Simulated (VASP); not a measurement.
# TaN in VASP: notebook

Runs on TaN. Level: PBE. Tasks: single point.

Program: VASP 6.6.1. These are calculated values, not measurements. Logs are shortened: lines on timing, memory, paths and dates and some standing lists are left out, and cuts for length are marked.

### Step 1. The cell of the first run

Symmetry: Immm, No. 71, orthorhombic system. The conventional cell has a = 3.094 Å, b = 3.156 Å, c = 4.418 Å, α = 90.00°, β = 90.00°, γ = 90.00°. Ta (site symmetry mmm) has 6 N at 2.21 Å within 2.9 Å. N (site symmetry mmm) has 6 Ta at 2.21 Å within 2.9 Å.

### Step 2. Single point, PBE

Contents of INCAR:

```
SYSTEM = TaN
PREC = Accurate
ENCUT = 520
EDIFF = 1E-7
ISMEAR = 0
SIGMA = 0.1
LREAL = .False.
LASPH = .True.
NELM = 80
ALGO = Normal
ISIF = 2
LWAVE = .False.
LCHARG = .False.
GGA = PE
NBANDS = 15
```

Contents of KPOINTS:

```
Automatic mesh
0
Gamma
  6 6 6
  0 0 0
```

Contents of POSCAR:

```
TaN
1.0
   -1.5471000763      2.2087566643      1.5778517525
    1.5471000763     -2.2087566643      1.5778517525
    1.5471000763      2.2087566643     -1.5778517525
Ta N
1 1
Direct
    0.0000000000      0.0000000000      0.0000000000
    0.5000000000      0.0000000000      0.5000000000
```

Potentials or basis: VASP PAW PBE potentials, release 64 (Ta_pv, N).

The run is started by

```
$ cat potpaw_PBE.64/Ta_pv/POTCAR potpaw_PBE.64/N/POTCAR > POTCAR
$ mpirun -np 1 vasp_std > vasp.out
```

OUTCAR:

```text
SYSTEM = TaN
   PREC = Accurate
   ENCUT = 520
   EDIFF = 1E-7
   ISMEAR = 0
   LREAL = .False.
   LASPH = .True.
   NELM = 80
   ISIF = 2
   GGA = PE

 ion  position               nearest neighbor table
   1  0.000  0.000  0.000-   2 2.21   2 2.21   2 2.21   2 2.21   2 2.21   2 2.21
   2  0.500  0.000  0.500-   1 2.21   1 2.21   1 2.21   1 2.21   1 2.21   1 2.21

  LATTYP: Found a body centered orthorhombic cell.
 ALAT       =     3.0942001526
 B/A-ratio  =     1.0198769793
 C/A-ratio  =     1.4276753638

  Lattice vectors:

 A1 = (   1.5471000763,  -2.2087566643,  -1.5778517525)
 A2 = (  -1.5471000763,  -2.2087566643,   1.5778517525)
 A3 = (  -1.5471000763,   2.2087566643,  -1.5778517525)

Analysis of symmetry for initial positions (statically):
=====================================================================
 Subroutine PRICEL returns:
 Original cell was already a primitive cell.

 Routine SETGRP: Setting up the symmetry group for a
 body centered orthorhombic supercell.

 Subroutine GETGRP returns: Found  8 space group operations
 (whereof  8 operations were pure point group operations)
 out of a pool of  8 trial point group operations.

The static configuration has the point symmetry D_2h.

Analysis of symmetry for dynamics (positions and initial velocities):
=====================================================================
 Subroutine PRICEL returns:
 Original cell was already a primitive cell.

 Routine SETGRP: Setting up the symmetry group for a
 body centered orthorhombic supercell.

 Subroutine GETGRP returns: Found  8 space group operations
 (whereof  8 operations were pure point group operations)
 out of a pool of  8 trial point group operations.

The dynamic configuration has the point symmetry D_2h.

 Subroutine INISYM returns: Found  8 space group operations
 (whereof  8 operations are pure point group operations),
 and found     1 'primitive' translations

----------------------------------------------------------------------------------------

                                     Primitive cell

  volume of cell :      21.5671

  direct lattice vectors                    reciprocal lattice vectors
    -1.547100076  2.208756664  1.577851752     0.000000000  0.226371700  0.316886551
     1.547100076 -2.208756664  1.577851752     0.323185299  0.000000000  0.316886551
     1.547100076  2.208756664 -1.577851752     0.323185299  0.226371700  0.000000000

  length of vectors
     3.124378466  3.124378466  3.124378466     0.389437071  0.452621059  0.394579375

  position of ions in fractional coordinates (direct lattice)
     0.000000000  0.000000000  0.000000000
     0.500000000  0.000000000  0.500000000

  ion indices of the primitive-cell ions
   primitive index   ion index
                 1           1
                 2           2

----------------------------------------------------------------------------------------

 KPOINTS: Automatic mesh

Automatic generation of k-mesh.
 Grid dimensions read from file:
 generate k-points for:    6    6    6

 Generating k-lattice:

  Cartesian coordinates                     Fractional coordinates (reciprocal lattice)
     0.000000000  0.037728617  0.052814425     0.166666667  0.000000000  0.000000000
     0.053864216  0.000000000  0.052814425     0.000000000  0.166666667  0.000000000
     0.053864216  0.037728617  0.000000000     0.000000000  0.000000000  0.166666667

  Length of vectors
     0.064906179  0.075436843  0.065763229

  Shift w.r.t. Gamma in fractional coordinates (k-lattice)
     0.000000000  0.000000000  0.000000000

 Subroutine IBZKPT returns following result:
 ===========================================

 Found     46 irreducible k-points:

 Following reciprocal coordinates:
            Coordinates               Weight
  0.000000  0.000000  0.000000      1.000000
  0.166667  0.000000 -0.000000      4.000000
  0.333333  0.000000 -0.000000      4.000000
  0.500000 -0.000000  0.000000      2.000000
  0.000000  0.166667  0.000000      4.000000
  0.166667  0.166667  0.000000      8.000000
[... 16 lines left out ...]
 -0.166667  0.166667  0.166667      2.000000
  0.166667  0.333333  0.166667      4.000000
 [... further k-points ...]
   k-points           NKPTS =     46   k-points in BZ     NKDIM =     46   number of bands    NBANDS=     15
   number of dos      NEDOS =    301   number of ions     NIONS =      2
   total plane-waves  NPLWV =  13824
   dimension x,y,z NGX =    24 NGY =   24 NGZ =   24
   dimension x,y,z NGXF=    48 NGYF=   48 NGZF=   48
   ions per type =               1   1
   NGX,Y,Z   is equivalent  to a cutoff of  12.77, 12.77, 12.77 a.u.
   NGXF,Y,Z  is equivalent  to a cutoff of  25.54, 25.54, 25.54 a.u.
 SYSTEM =  TaN
   PREC   = accura    normal or accurate (medium, high low for compatibility)
   ISTART =      0    job   : 0-new  1-cont  2-samecut
   ICHARG =      2    charge: 1-file 2-atom 10-const
   ISPIN  =      1    spin polarized calculation?
   LNONCOLLINEAR =      F non collinear calculations
   LSORBIT =      F    spin-orbit coupling
   LASPH  =      T    aspherical Exc in radial PAW
   ENCUT  =  520.0 eV  38.22 Ry    6.18 a.u.   5.81  5.81  5.81*2*pi/ulx,y,z
   NELM   =     80;   NELMIN=  2; NELMDL= -5     # of ELM steps
   EDIFF  = 0.1E-06   stopping-criterion for ELM
   LREAL  =      F    real-space projection
   EDIFFG = 0.1E-05   stopping-criterion for IOM
   NSW    =      0    number of steps for IOM
   IBRION =     -1    ionic relax: 0-MD 1-quasi-New 2-CG
   NFREE  =      0    steps in history (QN), initial steepest desc. (CG)
   ISIF   =      2    stress and relaxation
   ISYM   =      2    0-nonsym 1-usesym 2-fastsym
   POTIM  = 0.5000    time-step for ionic-motion
   TEBEG  =    0.0;   TEEND  =   0.0 temperature during run
   PSTRESS=    0.0 pullay stress
   NELECT =      16.0000    total number of electrons
   NUPDOWN=      -1.0000    fix difference up-down
   EMIN   =  10.00;   EMAX   =-10.00  energy-range for DOS
   EFERMI =   0.00;   METHOD = LEGACY
   ISMEAR =     0;   SIGMA  =   0.10  broadening in eV -4-tet -1-fermi 0-gaus
   EFERMI_NEDOS =   21; number of points for ismear=-14 and -15
   IALGO  =     38    algorithm
   IMIX   =      4    mixing-type and parameters
     AMIX     =   0.40;   BMIX     =  1.00
     AMIX_MAG =   1.60;   BMIX_MAG =  1.00
  volume/ion in A,a.u.               =      10.78        72.77
  Fermi-wavevector in a.u.,A,eV,Ry     =   1.482008  2.800590 29.883141  2.196349
  Thomas-Fermi vector in A             =   2.595848
   LORBIT       =      0    0 simple, 1 ext, 2 COOP (PROOUT), +10 PAW based schemes
   GGA     = PE    functional components
   LHFCALC =     F    Hartree Fock is set to
   AEXX    =    0.0000 exact exchange contribution
   IVDW    =     0    specifies the selected vdW correction
   LEPSILON=     F    determine dielectric tensor
   LRPA    =     F    only Hartree local field effects (RPA)
 non-spin polarized calculation
 Gauss-broadening in eV      SIGMA  =   0.10
  energy-cutoff  :      520.00
  volume of cell :       21.57
 maximum number of plane-waves:       588
   NGX = 11   NGY = 11   NGZ = 11

 number of electron      16.0000002 magnetization

 Free energy of the ion-electron system (eV)
  ---------------------------------------------------
  ext. energy  EPLUGINS =         0.00000000
  ---------------------------------------------------
  free energy    TOTEN  =       -21.76877912 eV

  energy without entropy =      -21.76081287  energy(sigma->0) =      -21.76479599

 E-fermi :   9.4067     XC(G=0): -13.3594

 val. band max:        9.3751221999   @ k =   0.1667  -0.1667   0.1667
 cond. band min:       9.4235225512   @ k =  -0.3333   0.3333   0.0000
 fundamental gap:      0.0484003513
 Fermi energy:         9.4066766014

 k-point     1 :       0.0000    0.0000    0.0000
  band No.  band energies     occupation
      1     -26.4503      2.00000
      2     -26.4327      2.00000
      3     -26.4083      2.00000
      4      -9.3485      2.00000
      5       5.5631      2.00000
      6       5.6150      2.00000
      7       5.6751      2.00000
      8       7.1611      2.00000
      9       7.3054      2.00000
     10       7.4668      2.00000
     11       9.4445      0.59240
     12       9.4474      0.56435
     13      10.7989      0.00000
     14      18.7841      0.00000
     15      21.7048      0.00000

 k-point     2 :       0.1667    0.0000   -0.0000
  band No.  band energies     occupation
      1     -26.6538      2.00000
      2     -26.4558      2.00000
      3     -26.4286      2.00000
      4      -8.7326      2.00000
      5       3.2596      2.00000
      6       4.0687      2.00000
      7       4.1828      2.00000
      8       8.0367      2.00000
      9       8.1337      2.00000
     10       8.2922      2.00000
     11      11.5147      0.00000
     12      11.5224      0.00000
     13      12.4236      0.00000
     14      20.5089      0.00000
     15      21.7040      0.00000

 k-point     3 :       0.3333    0.0000   -0.0000
  band No.  band energies     occupation
      1     -27.0485      2.00000
      2     -26.4902      2.00000
      3     -26.4687      2.00000
      4      -7.3284      2.00000
      5       0.4487      2.00000
      6       2.4770      2.00000
      7       2.6161      2.00000
      8       9.4436      0.60191
      9       9.8715      0.00000
     10      10.0822      0.00000
     11      14.2630      0.00000
     12      14.7993      0.00000
     13      14.8422      0.00000
     14      21.0860      0.00000
     15      21.7274      0.00000
[... 343 lines left out ...]
 k-point    23 :      -0.1667    0.1667    0.1667
  band No.  band energies     occupation
      1     -26.8379      2.00000
      2     -26.5751      2.00000
      3     -26.4744      2.00000
      4      -7.9249      2.00000
      5       1.5562      2.00000
      6       2.7076      2.00000
      7       3.6211      2.00000
      8       8.3695      2.00000
      9       8.8339      2.00000
     10      10.5167      0.00000
     11      10.9834      0.00000
     12      14.6206      0.00000
     13      14.7056      0.00000
     14      21.6987      0.00000
     15      22.5163      0.00000

 k-point    24 :       0.1667    0.3333    0.1667
  band No.  band energies     occupation
      1     -27.0146      2.00000
      2     -26.8043      2.00000
      3     -26.7189      2.00000
      4      -7.6276      2.00000
      5       2.6087      2.00000
      6       2.6421      2.00000
      7       2.8961      2.00000
      8       7.3865      2.00000
      9      10.9831      0.00000
     10      12.7127      0.00000
     11      13.0021      0.00000
     12      14.0962      0.00000
     13      17.8663      0.00000
     14      19.6497      0.00000
     15      21.7124      0.00000

 [... further k-points ...]
[... 5 lines left out ...]
  --------------------------------------------------------------------------------------
  -------------------------------------------------------------------------------------
  Total        0.1173404      0.1481213      0.1027430      0.0000000      0.0000000      0.0000000
  in kB        8.7169717     11.0036245      7.6325615      0.0000000      0.0000000      0.0000000
  external PRESSURE =       9.1177192 kB  Pullay stress =       0.0000000 kB

 VOLUME and BASIS-vectors are now :
 -----------------------------------------------------------------------------
  energy-cutoff  :      520.00
  volume of cell :       21.57
      direct lattice vectors                 reciprocal lattice vectors
    -1.547100076  2.208756664  1.577851752     0.000000000  0.226371700  0.316886551
     1.547100076 -2.208756664  1.577851752     0.323185299  0.000000000  0.316886551
     1.547100076  2.208756664 -1.577851752     0.323185299  0.226371700  0.000000000

 POSITION                                       TOTAL-FORCE (eV/Angst)
 -----------------------------------------------------------------------------------
      0.00000      0.00000      0.00000         0.000000     -0.000000     -0.000000
      0.00000      2.20876      0.00000        -0.000000      0.000000      0.000000
 -----------------------------------------------------------------------------------
    total drift:                               -0.000000     -0.000000      0.000000

  FREE ENERGIE OF THE ION-ELECTRON SYSTEM (eV)
  ---------------------------------------------------
  free  energy   TOTEN  =       -21.7687791168 eV

  energy  without entropy=      -21.7608128696  energy(sigma->0) =      -21.76479599
```

It took 18 s on 1 thread of Intel Xeon 8259CL, shared host; peak memory 0.15 GiB.

Results:

```
Free energy            : -21.7688 eV
Pressure               : 0.9 GPa
Band gap on the k mesh : zero (band 8 reaches 11.18 eV, above the bottom of band 9 at 7.31 eV)
```

Stress tensor (GPa, compression positive):
```
0.87 0.00 0.00
0.00 1.10 0.00
0.00 0.00 0.76
```

Caveat: the k points lie up to 0.47 Å⁻¹ apart; spin-orbit coupling is left out, which moves the levels of the heavy elements.

(Part 1 of 2 ends here.)
